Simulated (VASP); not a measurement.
# TiC18 in VASP: single point with PBE

Aim: the single point of TiC18 with PBE.

Program: VASP 6.6.1. These are calculated values, not measurements. Logs are shortened: lines on timing, memory, paths and dates and some standing lists are left out, and cuts for length are marked.

### Step 1. The cell of the first run

The cell holds a slab with vacuum, 19 atoms: a = 7.398 Å, b = 7.398 Å, c = 11.000 Å, α = 90.00°, β = 90.00°, γ = 120.00°.

### Step 2. Single point, PBE, collinear spin

INCAR

```
SYSTEM = TiC18
PREC = Accurate ; ENCUT = 520
EDIFF = 1E-6 ; ISMEAR = -1
SIGMA = 0.05 ; LREAL = Auto
LASPH = .True. ; NELM = 150
ALGO = Normal ; ISIF = 2
LWAVE = .False. ; LCHARG = .True.
ISPIN = 2 ; MAGMOM = 0 0 0 0 0 0 0 0 0 0 0 0 0 0 0 0 0 0 1.52
LORBIT = 11 ; LMAXMIX = 4
GGA = PE ; LELF = .True.
LVHAR = .True. ; NBANDS = 61
```

KPOINTS

```
Automatic mesh
0
Gamma
  2 2 1
  0 0 0
```

POSCAR

```
TiC18
1.0
    7.3980000000      0.0000000000      0.0000000000
   -3.6990000000      6.4068560000      0.0000000000
    0.0000000000      0.0000000000     11.0000000000
C Ti
18 1
Direct
   -0.0007098360      0.0006530504      0.0902242727
    0.2227144284      0.1123647855      0.0902408182
   -0.0006865617      0.3330975443      0.0922490909
    0.2226887824      0.4447852426      0.0922517273
   -0.0007092758      0.6655173770      0.0902566364
    0.2227137929      0.7772294242      0.0902731818
    0.3344254862      0.0006522700      0.0902651818
    0.5572920388      0.1120866459      0.0924334545
    0.3341464019      0.3352319765      0.0924207273
    0.5551573654      0.4447853986      0.0922483636
    0.3341466302      0.6657958287      0.0924374545
    0.5551572222      0.7772536171      0.0922510909
    0.6668449205      0.0006290137      0.0922498182
    0.8878561673      0.1120864898      0.0924123636
    0.6668449333      0.3330975443      0.0922524545
    0.8878559330      0.4426504982      0.0924289091
    0.6647108577      0.6657961409      0.0924162727
    0.8875780179      0.7772284877      0.0902321818
    0.1109181996      0.8889804921      0.2568197273
```

Potentials or basis: VASP PAW PBE potentials, release 64 (C, Ti_sv).

Launch:

```console
$ cat potpaw_PBE.64/C/POTCAR potpaw_PBE.64/Ti_sv/POTCAR > POTCAR
$ mpirun -np 1 vasp_std > vasp.out
```

OUTCAR:

```text
SYSTEM = TiC18
   PREC = Accurate
   ENCUT = 520
   EDIFF = 1E-6
   ISMEAR = -1
   LREAL = Auto
   LASPH = .True.
   NELM = 150
   ISIF = 2
   ISPIN = 2
   LORBIT = 11
   GGA = PE

 ion  position               nearest neighbor table
   1  0.999  0.001  0.090-  14 1.43   2 1.43  18 1.43  19 2.32
   2  0.223  0.112  0.090-   9 1.43   7 1.43   1 1.43  19 2.33
   3  0.999  0.333  0.092-  16 1.42  14 1.42   4 1.43
   4  0.223  0.445  0.092-  11 1.42   9 1.42   3 1.43
   5  0.999  0.666  0.090-  16 1.43   6 1.43  18 1.43  19 2.33
   6  0.223  0.777  0.090-  11 1.43   7 1.43   5 1.43  19 2.33
   7  0.334  0.001  0.090-   8 1.43   6 1.43   2 1.43  19 2.33
   8  0.557  0.112  0.092-  13 1.42  15 1.42   7 1.43
   9  0.334  0.335  0.092-   4 1.42  10 1.42   2 1.43
  10  0.555  0.445  0.092-  17 1.42   9 1.42  15 1.43
  11  0.334  0.666  0.092-   4 1.42  12 1.42   6 1.43
  12  0.555  0.777  0.092-  11 1.42  17 1.42  13 1.43
  13  0.667  0.001  0.092-   8 1.42  14 1.42  12 1.43
  14  0.888  0.112  0.092-   3 1.42  13 1.42   1 1.43
  15  0.667  0.333  0.092-   8 1.42  16 1.42  10 1.43
  16  0.888  0.443  0.092-   3 1.42  15 1.42   5 1.43
  17  0.665  0.666  0.092-  10 1.42  12 1.42  18 1.43
  18  0.888  0.777  0.090-  17 1.43   5 1.43   1 1.43  19 2.32
  19  0.111  0.889  0.257-   1 2.32  18 2.32   2 2.33   5 2.33   7 2.33   6 2.33

  LATTYP: Found a hexagonal cell.
 ALAT       =     7.3980000000
 C/A-ratio  =     1.4868883482

  Lattice vectors:

 A1 = (   7.3980000000,   0.0000000000,   0.0000000000)
 A2 = (  -3.6990000000,   6.4068560000,   0.0000000000)
 A3 = (   0.0000000000,   0.0000000000,  11.0000000000)

Analysis of symmetry for initial positions (statically):
=====================================================================
 Subroutine PRICEL returns:
 Original cell was already a primitive cell.

 Routine SETGRP: Setting up the symmetry group for a
 hexagonal supercell.

 Subroutine GETGRP returns: Found  1 space group operations
 (whereof  1 operations were pure point group operations)
 out of a pool of 24 trial point group operations.

The static configuration has the point symmetry C_1 .

Analysis of symmetry for dynamics (positions and initial velocities):
=====================================================================
 Subroutine PRICEL returns:
 Original cell was already a primitive cell.

 Routine SETGRP: Setting up the symmetry group for a
 hexagonal supercell.

 Subroutine GETGRP returns: Found  1 space group operations
 (whereof  1 operations were pure point group operations)
 out of a pool of 24 trial point group operations.

The dynamic configuration has the point symmetry C_1 .

Analysis of structural, dynamic, and magnetic symmetry:
=====================================================================
 Subroutine PRICEL returns:
 Original cell was already a primitive cell.

 Routine SETGRP: Setting up the symmetry group for a
 hexagonal supercell.

 Subroutine GETGRP returns: Found  1 space group operations
 (whereof  1 operations were pure point group operations)
 out of a pool of 24 trial point group operations.

The overall configuration has the point symmetry C_1 .

 Subroutine INISYM returns: Found  1 space group operations
 (whereof  1 operations are pure point group operations),
 and found     1 'primitive' translations

----------------------------------------------------------------------------------------

                                     Primitive cell

  volume of cell :     521.3771

  direct lattice vectors                    reciprocal lattice vectors
     7.398000000  0.000000000  0.000000000     0.135171668  0.078041398  0.000000000
    -3.699000000  6.406856000  0.000000000     0.000000000  0.156082796  0.000000000
     0.000000000  0.000000000 11.000000000     0.000000000  0.000000000  0.090909091

  length of vectors
     7.398000000  7.398000054 11.000000000     0.156082797  0.156082796  0.090909091

[... 73 lines left out ...]
  0.000000  0.500000  0.000000      1.000000
  0.500000  0.500000  0.000000      1.000000
   k-points           NKPTS =      4   k-points in BZ     NKDIM =      4   number of bands    NBANDS=     61
   number of dos      NEDOS =    301   number of ions     NIONS =     19
   total plane-waves  NPLWV = 263424
   dimension x,y,z NGX =    56 NGY =   56 NGZ =   84
   dimension x,y,z NGXF=   112 NGYF=  112 NGZF=  168
   ions per type =              18   1
   NGX,Y,Z   is equivalent  to a cutoff of  12.58, 12.58, 12.70 a.u.
   NGXF,Y,Z  is equivalent  to a cutoff of  25.17, 25.17, 25.39 a.u.
 SYSTEM =  TiC18
   PREC   = accura    normal or accurate (medium, high low for compatibility)
   ISTART =      0    job   : 0-new  1-cont  2-samecut
   ICHARG =      2    charge: 1-file 2-atom 10-const
   ISPIN  =      2    spin polarized calculation?
   LNONCOLLINEAR =      F non collinear calculations
   LSORBIT =      F    spin-orbit coupling
   LASPH  =      T    aspherical Exc in radial PAW
   ENCUT  =  520.0 eV  38.22 Ry    6.18 a.u.  13.76 13.76 20.45*2*pi/ulx,y,z
   NELM   =    150;   NELMIN=  2; NELMDL= -5     # of ELM steps
   EDIFF  = 0.1E-05   stopping-criterion for ELM
   LREAL  =      T    real-space projection
   EDIFFG = 0.1E-04   stopping-criterion for IOM
   NSW    =      0    number of steps for IOM
   IBRION =     -1    ionic relax: 0-MD 1-quasi-New 2-CG
   NFREE  =      0    steps in history (QN), initial steepest desc. (CG)
   ISIF   =      2    stress and relaxation
   ISYM   =      2    0-nonsym 1-usesym 2-fastsym
   POTIM  = 0.5000    time-step for ionic-motion
   TEBEG  =    0.0;   TEEND  =   0.0 temperature during run
   PSTRESS=    0.0 pullay stress
   NELECT =      84.0000    total number of electrons
   NUPDOWN=      -1.0000    fix difference up-down
   EMIN   =  10.00;   EMAX   =-10.00  energy-range for DOS
   EFERMI =   0.00;   METHOD = LEGACY
   ISMEAR =    -1;   SIGMA  =   0.05  broadening in eV -4-tet -1-fermi 0-gaus
   EFERMI_NEDOS =   21; number of points for ismear=-14 and -15
   IALGO  =     38    algorithm
   IMIX   =      4    mixing-type and parameters
     AMIX     =   0.40;   BMIX     =  1.00
     AMIX_MAG =   1.60;   BMIX_MAG =  1.00
  volume/ion in A,a.u.               =      27.44       185.18
  Fermi-wavevector in a.u.,A,eV,Ry     =   0.890808  1.683382 10.796743  0.793538
  Thomas-Fermi vector in A             =   2.012546
   LORBIT       =     11    0 simple, 1 ext, 2 COOP (PROOUT), +10 PAW based schemes
   GGA     = PE    functional components
   LHFCALC =     F    Hartree Fock is set to
   AEXX    =    0.0000 exact exchange contribution
   IVDW    =     0    specifies the selected vdW correction
   LEPSILON=     F    determine dielectric tensor
   LRPA    =     F    only Hartree local field effects (RPA)
 spin polarized calculation
  energy-cutoff  :      520.00
  volume of cell :      521.38
 maximum number of plane-waves:     14099
 NGX is ok and might be reduce to    56
   NGX = 27   NGY = 27   NGZ = 41

 number of electron      83.9999998 magnetization       1.9785264

 Free energy of the ion-electron system (eV)
  ---------------------------------------------------
  ext. energy  EPLUGINS =         0.00000000
  ---------------------------------------------------
  free energy    TOTEN  =      -170.25225406 eV

  energy without entropy =     -170.21503482  energy(sigma->0) =     -170.23364444

 E-fermi :   0.0299     XC(G=0):  -4.4429

 val. band max:       -0.0923542796   @ k =   0.0000   0.0000   0.0000
 cond. band min:       0.0794416868   @ k =   0.0000   0.5000   0.0000
 fundamental gap:      0.1717959664
 Fermi energy:         0.0298669610

 spin component 1

 k-point     1 :       0.0000    0.0000    0.0000
  band No.  band energies     occupation
      1     -57.8877      1.00000
      2     -34.4705      1.00000
      3     -34.1737      1.00000
      4     -34.1737      1.00000
      5     -20.2926      1.00000
      6     -17.9076      1.00000
[... 217 lines left out ...]
     53       3.6953      0.00000
     54       3.7831      0.00000
 Fermi energy:         0.0298669610

 spin component 2

 k-point     1 :       0.0000    0.0000    0.0000
  band No.  band energies     occupation
      1     -56.3842      1.00000
      2     -33.1041      1.00000
      3     -32.6045      1.00000
      4     -32.6045      1.00000
      5     -20.2685      1.00000
      6     -17.8608      1.00000
[... 217 lines left out ...]
     53       3.5060      0.00000
     54       3.9365      0.00000
 [bands above 54 left out]

------------------------ aborting loop because EDIFF is reached ----------------------------------------

  FORCE on cell =-STRESS in cart. coord.  units (eV):
  Direction    XX          YY          ZZ          XY          YZ          ZX
  --------------------------------------------------------------------------------------
  -------------------------------------------------------------------------------------
  Total        6.0483191      6.0560202     -0.7751111      0.0053713     -0.0027511      0.0099553
  in kB       18.5863156     18.6099807     -2.3818946      0.0165059     -0.0084541      0.0305922
  external PRESSURE =      11.6048005 kB  Pullay stress =       0.0000000 kB

 VOLUME and BASIS-vectors are now :
 -----------------------------------------------------------------------------
  energy-cutoff  :      520.00
  volume of cell :      521.38
      direct lattice vectors                 reciprocal lattice vectors
     7.398000000  0.000000000  0.000000000     0.135171668  0.078041398  0.000000000
    -3.699000000  6.406856000  0.000000000     0.000000000  0.156082796  0.000000000
     0.000000000  0.000000000 11.000000000     0.000000000  0.000000000  0.090909091

 POSITION                                       TOTAL-FORCE (eV/Angst)
 -----------------------------------------------------------------------------------
      7.39033      0.00418      0.99247         0.003877     -0.002279      0.047772
      1.23200      0.71991      0.99265        -0.004072      0.000609      0.052064
      6.16079      2.13411      1.01474        -0.022377     -0.015697      0.001464
      0.00219      2.84968      1.01477         0.022130      0.026114     -0.001161
      4.93100      4.26387      0.99282         0.006758      0.003507      0.052230
     -1.22734      4.97960      0.99300         0.000901      0.000165      0.047236
[... 11 lines left out ...]
      3.69133      4.97959      0.99255        -0.003224      0.002842      0.052254
     -2.46777      5.69557      2.82502         0.009603     -0.005505     -0.358921
 -----------------------------------------------------------------------------------
    total drift:                                0.018215     -0.007987     -0.050310

  FREE ENERGIE OF THE ION-ELECTRON SYSTEM (eV)
  ---------------------------------------------------
  free  energy   TOTEN  =      -170.2522540614 eV

  energy  without entropy=     -170.2150348180  energy(sigma->0) =     -170.23364444

 total charge

# of ion       s       p       d       tot
------------------------------------------
    1        0.856   1.800   0.000   2.656
    2        0.856   1.800   0.000   2.656
    3        0.862   1.797   0.000   2.658
    4        0.862   1.797   0.000   2.658
    5        0.856   1.800   0.000   2.656
    6        0.856   1.800   0.000   2.656
[... 11 lines left out ...]
   18        0.856   1.800   0.000   2.656
   19        2.123   6.017   2.177  10.317
--------------------------------------------------
tot         17.608  38.365   2.177  58.149

 magnetization (x)

# of ion       s       p       d       tot
------------------------------------------
    1       -0.000   0.006   0.000   0.006
    2       -0.000   0.006   0.000   0.006
    3        0.000   0.007   0.000   0.008
    4        0.000   0.007   0.000   0.008
    5       -0.000   0.006   0.000   0.006
    6       -0.000   0.006   0.000   0.006
[... 11 lines left out ...]
   18       -0.000   0.006   0.000   0.006
   19        0.005  -0.002   1.597   1.600
--------------------------------------------------
tot          0.008   0.074   1.597   1.679
```

Wall time 42 min (1 thread of Intel Xeon Platinum 8488C (Sapphire Rapids), shared host); peak memory 0.83 GiB.

What came out:

- Free energy: -170.2523 eV
- Largest force: 0.359 eV/Å
- Band gap on the k mesh: zero (filled and empty bands overlap)
- Net moment: 1.98 μB per cell
- Site moments: C +0.01, -0.00 (each value once); Ti +1.60 μB
- Valence electrons inside the program's atomic spheres: C 2.66; Ti 10.32

Forces on the atoms (eV/Å):
```
C    0.004 -0.002  0.048
C   -0.004  0.001  0.052
C   -0.022 -0.016  0.001
C    0.022  0.026 -0.001
C    0.007  0.004  0.052
C    0.001  0.000  0.047
C    0.000 -0.007  0.052
C    0.008  0.002  0.008
C   -0.005  0.014  0.010
C   -0.028  0.015 -0.003
C    0.012 -0.006  0.009
C   -0.010 -0.033 -0.001
C    0.002  0.027  0.002
C   -0.007  0.005  0.011
C    0.026 -0.015  0.000
C    0.002 -0.009  0.008
C   -0.013 -0.003  0.010
C   -0.003  0.003  0.052
Ti   0.010 -0.006 -0.359
```

Caveat: the k points lie up to 0.49 Å⁻¹ apart, too coarse for converged energies and pressures of a metal; there is no dipole correction, which matters where the two faces differ.

The gap in the log of VASP goes by the Fermi energy; the results here count the filled bands.